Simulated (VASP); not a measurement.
Al:

```
CELL_PARAMETERS angstrom
2.63000 0.00000 0.00000
0.00000 2.63000 0.00000
0.00000 0.00000 2.63000
ATOMIC_POSITIONS crystal
Al 0.00000 0.00000 0.00000
```

This isn't the form of Al at room conditions, which is fcc.

* Program: VASP 6.6.1
* Task: relaxation of cell and atoms
* Functional: PBEsol
* Potentials or basis: VASP PAW PBE potentials, release 64 (Al)
* Cutoff: 500 eV
* k mesh: 16 × 16 × 16
* Occupations: gaussian, width 0.1 eV
* Spin: no spin polarisation

At the start: pressure 5.9 GPa; volume 18.19 Å³/atom.

**Question.** Where does the relaxation end?

**Answer.** Over 3 steps the energy falls by 26.4 meV/atom and the volume is 19.73 Å³/atom (+8.5 %); space group Pm-3m (No. 221, to 0.1 Å) before and after.

The path:
```csv
step,energy change (eV),largest force (eV/Å),pressure (GPa),volume (Å³)
1,0.0000,0.0000,5.89,18.19
2,-0.0257,0.0000,-0.81,20.01
3,-0.0264,0.0000,0.03,19.73
```

Final structure:
```xyz
1
Lattice="2.7021 0.0000 0.0000 0.0000 2.7021 0.0000 0.0000 0.0000 2.7021" Properties=species:S:1:pos:R:3 pbc="T T T"
Al    0.0000    0.0000    0.0000
```

Caveat: the PAW data sets were made with another functional, which shifts forces and pressure a little.
